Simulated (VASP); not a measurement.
W, 1 atom in the cell. Symmetry: Fm-3m, No. 225, cubic system. The conventional cell has a = 3.371 Å, b = 3.371 Å, c = 3.371 Å, α = 90.00°, β = 90.00°, γ = 90.00°. Within 3.1 Å of W (site symmetry m-3m) lie 12 W at 2.38 Å. 

| Property | Result |
| --- | --- |
| Program | VASP 6.6.1 |
| Task | single point |
| Functional | PBE |
| Potentials or basis | VASP PAW PBE potentials, release 64 (W_sv) |
| Cutoff | 520 eV |
| k mesh | 20 × 20 × 20 |
| Occupations | fermi-dirac, width 0.05 eV |
| Spin | no spin polarisation |
| Dipole correction | no |
| Further INCAR settings | ALGO = Normal; EDIFF = 1e-06; NBANDS = 13 |

Potentials or basis: VASP PAW PBE potentials, release 64 (W_sv).

The run is started by

```console
$ cat potpaw_PBE.64/W_sv/POTCAR > POTCAR
$ mpirun -np 1 vasp_std > vasp.out
```

Hardware: 1 thread of Intel(R) Xeon(R) 6975P-C (Granite Rapids), with other jobs on the host.

Problem. Estimate the wall time of this run.

Solution. It took 12 s on 1 thread of Intel(R) Xeon(R) 6975P-C (Granite Rapids) (shared host), peak memory 0.14 GiB. Counts: scf iterations 11, k points 256.
